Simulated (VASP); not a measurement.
# B (R-3m) in VASP: notebook, part 2 of 2

VASP 6.6.1. The steps go on from the part before.

### Step 3. Electric field gradients, PBEsol

This run uses another cell than the first one, of 7.15 Å³/atom, 0.977 times its volume.

File INCAR:

```
  PREC = Accurate
  ENCUT = 420
  EDIFF = 1E-8
  ISMEAR = 0
  SIGMA = 0.01
  LREAL = False
  LASPH = True
  NELM = 120
  ALGO = Normal
  ISIF = 2
  LWAVE = False
  LCHARG = False
  GGA = PS
  LEFG = True
  NBANDS = 30
  GGA_COMPAT = False
```

File KPOINTS:

```
Automatic mesh
0
Gamma
  6 6 6
```

File POSCAR:

```
B
1.0
    2.4383062071      1.4077567451      4.1662041170
   -2.4383062071      1.4077567451      4.1662041170
    0.0000000000     -2.8155134901      4.1662041170
B
12
Direct
    0.0105999480      0.6538355597      0.0105999480
    0.0105999480      0.0105999480      0.6538355597
    0.6538355597      0.0105999480      0.0105999480
    0.9894000520      0.3461644403      0.9894000520
    0.3461644403      0.9894000520      0.9894000520
    0.9894000520      0.9894000520      0.3461644403
    0.2215809723      0.6298242047      0.2215809723
    0.2215809723      0.2215809723      0.6298242047
    0.6298242047      0.2215809723      0.2215809723
    0.7784190277      0.3701757953      0.7784190277
    0.3701757953      0.7784190277      0.7784190277
    0.7784190277      0.7784190277      0.3701757953
```

Potentials or basis: VASP PAW PBE potentials, release 64 (B).

Run with:

```bash
$ cat potpaw_PBE.64/B/POTCAR > POTCAR
$ mpirun -np 1 vasp_std > vasp.out
```

OUTCAR:

```text
PREC = Accurate
   ENCUT = 420
   EDIFF = 1E-8
   ISMEAR = 0
   LREAL = False
   LASPH = True
   NELM = 120
   ISIF = 2
   GGA = PS

 ion  position               nearest neighbor table
   1  0.011  0.654  0.011-   4 1.67   3 1.74   2 1.74   7 1.79  12 1.79  11 1.79
   2  0.011  0.011  0.654-   6 1.67   3 1.74   1 1.74   8 1.79  10 1.79  11 1.79
   3  0.654  0.011  0.011-   5 1.67   1 1.74   2 1.74   9 1.79  12 1.79  10 1.79
   4  0.989  0.346  0.989-   1 1.67   5 1.74   6 1.74  10 1.79   8 1.79   9 1.79
   5  0.346  0.989  0.989-   3 1.67   4 1.74   6 1.74  11 1.79   8 1.79   7 1.79
   6  0.989  0.989  0.346-   2 1.67   4 1.74   5 1.74  12 1.79   9 1.79   7 1.79
   7  0.222  0.630  0.222-  12 1.77  11 1.77   1 1.79   6 1.79   5 1.79   9 1.99   8 1.99
   8  0.222  0.222  0.630-  10 1.77  11 1.77   2 1.79   4 1.79   5 1.79   7 1.99   9 1.99
   9  0.630  0.222  0.222-  12 1.77  10 1.77   3 1.79   6 1.79   4 1.79   7 1.99   8 1.99
  10  0.778  0.370  0.778-   8 1.77   9 1.77   4 1.79   2 1.79   3 1.79  11 1.99  12 1.99
  11  0.370  0.778  0.778-   8 1.77   7 1.77   5 1.79   2 1.79   1 1.79  10 1.99  12 1.99
  12  0.778  0.778  0.370-   7 1.77   9 1.77   6 1.79   3 1.79   1 1.79  10 1.99  11 1.99

  LATTYP: Found a trigonal (rhomboedric) cell.
 ALAT       =     5.0283568845
 COS(alpha) =     0.5297223965

  Lattice vectors:

 A1 = (   2.4383062071,   1.4077567451,   4.1662041170)
 A2 = (  -2.4383062071,   1.4077567451,   4.1662041170)
 A3 = (   0.0000000000,  -2.8155134901,   4.1662041170)

Analysis of symmetry for initial positions (statically):
=====================================================================
 Subroutine PRICEL returns:
 Original cell was already a primitive cell.

 Routine SETGRP: Setting up the symmetry group for a
 trigonal (rhombohedral) supercell.

 Subroutine GETGRP returns: Found 12 space group operations
 (whereof 12 operations were pure point group operations)
 out of a pool of 12 trial point group operations.
[... 1012 lines left out ...]
     -0.99542      0.57471      4.47028         0.028941     -0.016709      0.007978
      0.00000     -1.14941      4.47028         0.000000      0.033418      0.007978
      0.99542      0.57471      4.47028        -0.028941     -0.016709      0.007978
      0.99542     -0.57471      8.02833        -0.028941      0.016709     -0.007978
     -0.99542     -0.57471      8.02833         0.028941      0.016709     -0.007978
      0.00000      1.14941      8.02833         0.000000     -0.033418     -0.007978
 -----------------------------------------------------------------------------------
    total drift:                               -0.000000      0.000000      0.000000

  FREE ENERGIE OF THE ION-ELECTRON SYSTEM (eV)
  ---------------------------------------------------
  free  energy   TOTEN  =       -84.4662719893 eV

  energy  without entropy=      -84.4662719893  energy(sigma->0) =      -84.46627199

 Electric field gradients (V/A^2)
---------------------------------------------------------------------
 ion       V_xx      V_yy      V_zz      V_xy      V_xz      V_yz
---------------------------------------------------------------------
   1       1.332     7.099    -8.430     4.995     9.640    -5.566
   2       9.982    -1.552    -8.430    -0.000     0.000    11.131
   3       1.332     7.099    -8.430    -4.995    -9.640    -5.566
   4       1.332     7.099    -8.430     4.995     9.640    -5.566
   5       1.332     7.099    -8.430    -4.995    -9.640    -5.566
   6       9.982    -1.552    -8.430     0.000    -0.000    11.131
   7       4.967     0.178    -5.145    -4.147     2.362    -1.363
   8      -2.217     7.361    -5.145    -0.000     0.000     2.727
   9       4.967     0.178    -5.145     4.147    -2.362    -1.363
  10       4.967     0.178    -5.145    -4.147     2.362    -1.363
  11       4.967     0.178    -5.145     4.147    -2.362    -1.363
  12      -2.217     7.361    -5.145     0.000    -0.000     2.727
---------------------------------------------------------------------

 Electric field gradients after diagonalization (V/A^2)
 (convention: |V_zz| > |V_xx| > |V_yy|)
----------------------------------------------------------------------
 ion       V_xx      V_yy      V_zz     asymmetry (V_yy - V_xx)/ V_zz
----------------------------------------------------------------------
   1       9.982     6.659   -16.642       0.200
   2       9.982     6.659   -16.642       0.200
   3       9.982     6.659   -16.642       0.200
   4       9.982     6.659   -16.642       0.200
   5       9.982     6.659   -16.642       0.200
   6       9.982     6.659   -16.642       0.200
   7      -5.713    -2.217     7.930       0.441
   8      -5.713    -2.217     7.930       0.441
   9      -5.713    -2.217     7.930       0.441
  10      -5.713    -2.217     7.930       0.441
  11      -5.713    -2.217     7.930       0.441
  12      -5.713    -2.217     7.930       0.441
----------------------------------------------------------------------

           NMR quadrupolar parameters

 Cq : quadrupolar parameter    Cq=e*Q*V_zz/h
 eta: asymmetry parameters     (V_yy - V_xx)/ V_zz
 Q  : nuclear electric quadrupole moment in mb (millibarn)
----------------------------------------------------------------------
 ion       Cq(MHz)       eta       Q (mb)
----------------------------------------------------------------------
   1      -0.040       0.200       1.000
   2      -0.040       0.200       1.000
   3      -0.040       0.200       1.000
   4      -0.040       0.200       1.000
   5      -0.040       0.200       1.000
   6      -0.040       0.200       1.000
   7       0.019       0.441       1.000
   8       0.019       0.441       1.000
   9       0.019       0.441       1.000
  10       0.019       0.441       1.000
  11       0.019       0.441       1.000
  12       0.019       0.441       1.000
----------------------------------------------------------------------
```

stdout:

```text
POSCAR found type information on POSCAR B
 POSCAR found :  1 types and      12 ions
 scaLAPACK will be used
 -----------------------------------------------------------------------------
|                                                                             |
|                                                                             |
|     You enforced a specific xc type in the INCAR file but a different       |
|     I HOPE YOU KNOW WHAT YOU ARE DOING!                                     |
|                                                                             |
 -----------------------------------------------------------------------------

 LDA part: xc-table for (Slater+PW92), standard interpolation
 POSCAR, INCAR and KPOINTS ok, starting setup
 FFT: planning ... GRIDC
 FFT: planning ... GRID_SOFT
 FFT: planning ... GRID
 WAVECAR not read
 entering main loop
ion   1
     0.0000257    -3.6813854     3.8515327     5.0285994    -6.6710504     2.1254488
     0.0000354    -3.6813854     3.8515327     5.0285993    -6.6710504     2.1254488
     0.0000487    -3.6813853     3.8515327     5.0285993    -6.6710504     2.1254488
     0.0000671    -3.6813853     3.8515327     5.0285993    -6.6710503     2.1254488
[... 84 lines left out ...]
     0.0000257    -4.4402217     1.3061539     3.9447525     2.2623250    -2.5635632
     0.0000354    -4.4402215     1.3061539     3.9447523     2.2623249    -2.5635631
     0.0000487    -4.4402212     1.3061538     3.9447521     2.2623248    -2.5635629
     0.0000671    -4.4402208     1.3061537     3.9447516     2.2623246    -2.5635627

ion  12
```

Wall time 58 s (1 thread of Intel Xeon Platinum 8488C (Sapphire Rapids), shared host); peak memory 0.2 GiB.

Results:

* Free energy: -84.4663 eV
* Pressure: 0.5 GPa
* Largest force: 0.034 eV/Å
* Band gap on the k mesh: 1.34 eV, indirect (least direct gap 1.70 eV)

Forces on the atoms (eV/Å):
```
B    0.017 -0.010 -0.013
B    0.000  0.020 -0.013
B   -0.017 -0.010 -0.013
B   -0.017  0.010  0.013
B    0.017  0.010  0.013
B    0.000 -0.020  0.013
B    0.029 -0.017  0.008
B    0.000  0.033  0.008
B   -0.029 -0.017  0.008
B   -0.029  0.017 -0.008
B    0.029  0.017 -0.008
B    0.000 -0.033 -0.008
```

Levels at points of the mesh, in eV from the valence-band top:
| k point | band 15 | band 16 | band 17 | band 18 | band 19 | band 20 | band 21 | band 22 |
| --- | --- | --- | --- | --- | --- | --- | --- | --- |
| (0.00, 0.00, 0.00) | -1.48 | -0.86 | -0.86 | -0.36 | 1.34 | 4.54 | 4.54 | 4.69 |
| (0.50, 0.00, 0.00) | -2.80 | -1.97 | -1.76 | -0.60 | 1.87 | 3.19 | 3.55 | 4.87 |
| (0.50, 0.50, 0.00) | -3.05 | -2.64 | -2.17 | -1.95 | 1.39 | 2.58 | 2.80 | 3.44 |
| (0.50, 0.50, 0.50) | -3.10 | -1.96 | -1.96 | 0.00 | 2.51 | 2.73 | 2.73 | 4.94 |

Electric field gradients, principal values (V/Å²):
```csv
atom,least,middle,greatest (by size)
1 B,6.659,9.982,-16.642
2 B,6.659,9.982,-16.642
3 B,6.659,9.982,-16.642
4 B,6.659,9.982,-16.642
5 B,6.659,9.982,-16.642
6 B,6.659,9.982,-16.642
7 B,-2.217,-5.713,7.930
8 B,-2.217,-5.713,7.930
9 B,-2.217,-5.713,7.930
10 B,-2.217,-5.713,7.930
11 B,-2.217,-5.713,7.930
12 B,-2.217,-5.713,7.930
```

Caveat: without QUAD_EFG the Cq values of the log hold for a quadrupole moment of 1 mb, not for the nuclei; the PAW data sets were made with another functional, which shifts forces and pressure a little. A k mesh can miss the band edges.

### Step 4. Electric field gradients, PBEsol

File INCAR:

```
PREC = Accurate ; ENCUT = 420
EDIFF = 1E-8 ; ISMEAR = 0
SIGMA = 0.01 ; LREAL = False
LASPH = True ; NELM = 120
ALGO = Normal ; ISIF = 2
LWAVE = False ; LCHARG = False
GGA = PS ; LEFG = True
NBANDS = 30 ; GGA_COMPAT = False
```

File KPOINTS:

```
regular mesh
0
Gamma
  6 6 6
```

File POSCAR:

```
B
1.0
    2.4589500000      1.4196754444      4.1935000000
   -2.4589500000      1.4196754444      4.1935000000
    0.0000000000     -2.8393508888      4.1935000000
B
12
Direct
    0.0101900000      0.6536100000      0.0101900000
    0.0101900000      0.0101900000      0.6536100000
    0.6536100000      0.0101900000      0.0101900000
    0.9898100000      0.3463900000      0.9898100000
    0.3463900000      0.9898100000      0.9898100000
    0.9898100000      0.9898100000      0.3463900000
    0.2211800000      0.6306000000      0.2211800000
    0.2211800000      0.2211800000      0.6306000000
    0.6306000000      0.2211800000      0.2211800000
    0.7788200000      0.3694000000      0.7788200000
    0.3694000000      0.7788200000      0.7788200000
    0.7788200000      0.7788200000      0.3694000000
```

Potentials or basis: VASP PAW PBE potentials, release 64 (B).

Run with:

```bash
$ cat potpaw_PBE.64/B/POTCAR > POTCAR
$ mpirun -np 1 vasp_std > vasp.out
```

OUTCAR:

```text
PREC = Accurate
   ENCUT = 420
   EDIFF = 1E-8
   ISMEAR = 0
   LREAL = False
   LASPH = True
   NELM = 120
   ISIF = 2
   GGA = PS

 ion  position               nearest neighbor table
   1  0.010  0.654  0.010-   4 1.67   2 1.75   3 1.75   7 1.80  11 1.81  12 1.81
   2  0.010  0.010  0.654-   6 1.67   3 1.75   1 1.75   8 1.80  10 1.81  11 1.81
   3  0.654  0.010  0.010-   5 1.67   2 1.75   1 1.75   9 1.80  10 1.81  12 1.81
   4  0.990  0.346  0.990-   1 1.67   6 1.75   5 1.75  10 1.80   9 1.81   8 1.81
   5  0.346  0.990  0.990-   3 1.67   6 1.75   4 1.75  11 1.80   7 1.81   8 1.81
   6  0.990  0.990  0.346-   2 1.67   4 1.75   5 1.75  12 1.80   9 1.81   7 1.81
   7  0.221  0.631  0.221-  11 1.79  12 1.79   1 1.80   5 1.81   6 1.81   8 2.01   9 2.01
   8  0.221  0.221  0.631-  10 1.79  11 1.79   2 1.80   4 1.81   5 1.81   7 2.01   9 2.01
   9  0.631  0.221  0.221-  10 1.79  12 1.79   3 1.80   4 1.81   6 1.81   8 2.01   7 2.01
  10  0.779  0.369  0.779-   9 1.79   8 1.79   4 1.80   3 1.81   2 1.81  12 2.01  11 2.01
  11  0.369  0.779  0.779-   7 1.79   8 1.79   5 1.80   1 1.81   2 1.81  12 2.01  10 2.01
  12  0.779  0.779  0.369-   7 1.79   9 1.79   6 1.80   3 1.81   1 1.81  10 2.01  11 2.01

  LATTYP: Found a trigonal (rhomboedric) cell.
 ALAT       =     5.0643218421
 COS(alpha) =     0.5284944640

  Lattice vectors:

 A1 = (   2.4589500000,   1.4196754444,   4.1935000000)
 A2 = (  -2.4589500000,   1.4196754444,   4.1935000000)
[... 1049 lines left out ...]
   6       9.986    -1.591    -8.395    -0.000    -0.000    11.234
   7       5.055     0.050    -5.105    -4.334     2.366    -1.366
   8      -2.452     7.557    -5.105    -0.000     0.000     2.732
   9       5.055     0.050    -5.105     4.334    -2.366    -1.366
  10       5.055     0.050    -5.105    -4.334     2.366    -1.366
  11       5.055     0.050    -5.105     4.334    -2.366    -1.366
  12      -2.452     7.557    -5.105    -0.000    -0.000     2.732
---------------------------------------------------------------------

 Electric field gradients after diagonalization (V/A^2)
 (convention: |V_zz| > |V_xx| > |V_yy|)
----------------------------------------------------------------------
 ion       V_xx      V_yy      V_zz     asymmetry (V_yy - V_xx)/ V_zz
----------------------------------------------------------------------
   1       9.986     6.745   -16.731       0.194
   2       9.986     6.745   -16.731       0.194
   3       9.986     6.745   -16.731       0.194
   4       9.986     6.745   -16.731       0.194
   5       9.986     6.745   -16.731       0.194
   6       9.986     6.745   -16.731       0.194
   7      -5.669    -2.452     8.121       0.396
   8      -5.669    -2.452     8.121       0.396
   9      -5.669    -2.452     8.121       0.396
  10      -5.669    -2.452     8.121       0.396
  11      -5.669    -2.452     8.121       0.396
  12      -5.669    -2.452     8.121       0.396
----------------------------------------------------------------------

           NMR quadrupolar parameters

 Cq : quadrupolar parameter    Cq=e*Q*V_zz/h
 eta: asymmetry parameters     (V_yy - V_xx)/ V_zz
 Q  : nuclear electric quadrupole moment in mb (millibarn)
----------------------------------------------------------------------
 ion       Cq(MHz)       eta       Q (mb)
----------------------------------------------------------------------
   1      -0.040       0.194       1.000
   2      -0.040       0.194       1.000
   3      -0.040       0.194       1.000
   4      -0.040       0.194       1.000
   5      -0.040       0.194       1.000
   6      -0.040       0.194       1.000
   7       0.020       0.396       1.000
   8       0.020       0.396       1.000
   9       0.020       0.396       1.000
  10       0.020       0.396       1.000
  11       0.020       0.396       1.000
  12       0.020       0.396       1.000
----------------------------------------------------------------------
```

OSZICAR:

```text
N       E                     dE             d eps       ncg     rms          rms(c)
DAV:   1     0.479355706293E+02    0.47936E+02   -0.14496E+04  1920   0.924E+02
DAV:   2    -0.843401678406E+02   -0.13228E+03   -0.12568E+03  2428   0.191E+02
DAV:   3    -0.888786052160E+02   -0.45384E+01   -0.45055E+01  2576   0.323E+01
DAV:   4    -0.889089117443E+02   -0.30307E-01   -0.30276E-01  2512   0.277E+00
DAV:   5    -0.889092344672E+02   -0.32272E-03   -0.32267E-03  2520   0.277E-01    0.110E+01
DAV:   6    -0.852547894784E+02    0.36544E+01   -0.42957E+00  2258   0.103E+01    0.603E+00
DAV:   7    -0.844744403437E+02    0.78035E+00   -0.20576E+00  2398   0.678E+00    0.198E+00
DAV:   8    -0.844381740291E+02    0.36266E-01   -0.27225E-01  2314   0.264E+00    0.459E-01
DAV:   9    -0.844375774374E+02    0.59659E-03   -0.26541E-02  2322   0.880E-01    0.157E-01
DAV:  10    -0.844373914185E+02    0.18602E-03   -0.38395E-03  2302   0.339E-01    0.422E-02
DAV:  11    -0.844374046508E+02   -0.13232E-04   -0.24110E-04  2376   0.842E-02    0.170E-02
DAV:  12    -0.844373871444E+02    0.17506E-04   -0.58120E-05  2416   0.409E-02    0.562E-03
DAV:  13    -0.844373904826E+02   -0.33382E-05   -0.11970E-05  2338   0.165E-02    0.208E-03
DAV:  14    -0.844373906363E+02   -0.15368E-06   -0.72920E-07  2492   0.421E-03    0.928E-04
DAV:  15    -0.844373906730E+02   -0.36698E-07   -0.15245E-07  2330   0.205E-03    0.282E-04
DAV:  16    -0.844373906889E+02   -0.15931E-07   -0.13755E-08  1796   0.633E-04    0.780E-05
DAV:  17    -0.844373906962E+02   -0.72455E-08   -0.11045E-09  1482   0.186E-04
   1 F= -.84437391E+02 E0= -.84437391E+02  d E =-.375632E-32
```

It took 57 s on 1 thread of Intel Xeon Platinum 8488C (Sapphire Rapids), shared host; peak memory 0.2 GiB.

Results:

| Property | Result |
| --- | --- |
| Free energy | -84.4374 eV |
| Pressure | -4.8 GPa |
| Largest force | 0.195 eV/Å |
| Band gap on the k mesh | 1.40 eV, indirect (least direct gap 1.76 eV) |

Forces on the atoms (eV/Å):
```
B   -0.092  0.053  0.164
B    0.000 -0.106  0.164
B    0.092  0.053  0.164
B    0.092 -0.053 -0.164
B   -0.092 -0.053 -0.164
B    0.000  0.106 -0.164
B   -0.052  0.030 -0.035
B    0.000 -0.061 -0.035
B    0.052  0.030 -0.035
B    0.052 -0.030  0.035
B   -0.052 -0.030  0.035
B    0.000  0.061  0.035
```

Electric field gradients, principal values (V/Å²):
| atom | least | middle | greatest (by size) |
| --- | --- | --- | --- |
| 1 B | 6.745 | 9.986 | -16.731 |
| 2 B | 6.745 | 9.986 | -16.731 |
| 3 B | 6.745 | 9.986 | -16.731 |
| 4 B | 6.745 | 9.986 | -16.731 |
| 5 B | 6.745 | 9.986 | -16.731 |
| 6 B | 6.745 | 9.986 | -16.731 |
| 7 B | -2.452 | -5.669 | 8.121 |
| 8 B | -2.452 | -5.669 | 8.121 |
| 9 B | -2.452 | -5.669 | 8.121 |
| 10 B | -2.452 | -5.669 | 8.121 |
| 11 B | -2.452 | -5.669 | 8.121 |
| 12 B | -2.452 | -5.669 | 8.121 |

Caveat: without QUAD_EFG the Cq values of the log hold for a quadrupole moment of 1 mb, not for the nuclei; the PAW data sets were made with another functional, which shifts forces and pressure a little. A k mesh can miss the band edges.

### Step 5. Overview

| cell | k mesh | gap on the mesh (eV) | pressure (GPa) | largest force (eV/Å) |
| --- | --- | --- | --- | --- |
| a = 5.064 Å, angles 58.1°, 12 atoms | 3 × 3 × 3 | 1.49 | -4.8 | 0.23 |
| a = 5.028 Å, angles 58.0°, 12 atoms | 6 × 6 × 6 | 1.34 | 0.5 | 0.03 |
| a = 5.064 Å, angles 58.1°, 12 atoms | 6 × 6 × 6 | 1.40 | -4.8 | 0.20 |

Alike in all rows: task electric field gradients; level PBEsol; potentials or basis VASP PAW PBE potentials, release 64 (B); no spin polarisation; cutoff (eV) 420; smearing gaussian 0.01 eV.

Caveats: some runs use coarse meshes; the PAW data sets were made with another functional, which shifts forces and pressure a little.

Absolute energies hang on the potentials; compare differences alone.
